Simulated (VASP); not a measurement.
A run of VASP 6.6.1 is set up as follows.

Contents of INCAR:

```
SYSTEM = Nb3WC4
ALGO = Normal ; EDIFF = 1E-6
ENCUT = 600 ; GGA = PE
GGA_COMPAT = .FALSE. ; ISIF = 2
ISMEAR = 0 ; LASPH = .TRUE.
LCHARG = .FALSE. ; LREAL = .FALSE.
LWAVE = .FALSE. ; NBANDS = 44
NELM = 120 ; PREC = Accurate
SIGMA = 0.2
```

File KPOINTS:

```
k-points
0
G
  4 4 4
  0 0 0
```

File POSCAR:

```
Nb3WC4
1.0
   -2.7718091252      2.7718091252      2.7718091252
    2.7718091252     -2.7718091252      2.7718091252
    2.7718091252      2.7718091252     -2.7718091252
Nb W C
3 1 4
Direct
    0.0000000000      0.5000000000      0.5000000000
    0.5000000000      0.0000000000      0.5000000000
    0.5000000000      0.5000000000      0.0000000000
    0.0000000000      0.0000000000      0.0000000000
    0.5000000000      0.5000000000      0.5000000000
    0.0000000000      0.0000000000      0.5000000000
    0.0000000000      0.5000000000      0.0000000000
    0.5000000000      0.0000000000      0.0000000000
```

Potentials or basis: VASP PAW PBE potentials, release 64 (Nb_sv, W_sv, C).

The run is started by

```console
$ cat potpaw_PBE.64/Nb_sv/POTCAR potpaw_PBE.64/W_sv/POTCAR potpaw_PBE.64/C/POTCAR > POTCAR
$ mpirun -np 1 vasp_std > vasp.out
```

Question: Predict the pressure.

Answer: -0.4 GPa.

Question: Predict the band gap on the k mesh.

Answer: Zero (an odd number of electrons rules out a gap without spin polarisation).

Caveat: the k points lie up to 0.40 Å⁻¹ apart, too coarse for converged energies and pressures of a metal; spin-orbit coupling is left out, which moves the levels of the heavy elements.
